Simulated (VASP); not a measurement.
**SrCl2: single point with r2SCAN**

SrCl2:

```
Sr Cl
1.0
     2.08574    1.20420    6.13505
    -2.08574    1.20420    6.13505
     0.00000   -2.40841    6.13505
Sr Cl
1 2
Direct
  0.00020 0.00020 0.00020
  0.42277 0.42277 0.42277
  0.24369 0.24369 0.24369
```

* Program: VASP 6.6.1
* Task: single point
* Functional: r2SCAN
* Potentials or basis: VASP PAW PBE potentials, release 64 (Sr_sv, Cl)
* Cutoff: 520 eV
* k mesh: 6 × 6 × 6
* Occupations: gaussian, width 0.01 eV
* Spin: no spin polarisation
* Dipole correction: no
* Further INCAR settings: ALGO = Normal; EDIFF = 1e-06; NBANDS = 19

The pressure is 0.7 GPa, the largest force is 0.008 eV/Å and the band gap on the k mesh is 4.88 eV, direct.

Forces in eV/Å, atoms in the order of the input:
```
Sr   0.000  0.000 -0.001
Cl   0.000  0.000  0.008
Cl   0.000  0.000 -0.007
```

Levels at points of the mesh, in eV from the valence-band top:
```
           k point  band 9  band 10  band 11  band 12  band 13  band 14  band 15  band 16
(0.00, 0.00, 0.00)   -1.23    -1.11    -1.11     0.00     4.88     6.79     7.07     7.07
(0.50, 0.00, 0.00)   -1.51    -1.45    -1.05    -0.35     5.00     7.43     8.10     8.72
(0.50, 0.50, 0.00)   -1.49    -1.33    -1.23    -0.66     4.91     7.45     8.08     8.63
(0.50, 0.50, 0.50)   -1.37    -1.05    -0.96    -0.96     5.63     6.43     6.94     6.94
```

Run time: 6.3 min on 1 thread of Intel(R) Xeon(R) Platinum 8488C (Sapphire Rapids) (shared host), peak memory 0.41 GiB.

Caveat: the PAW data sets were made with another functional, which shifts forces and pressure a little. r2SCAN opens gaps a little over a GGA but as a rule still falls short of measured ones.
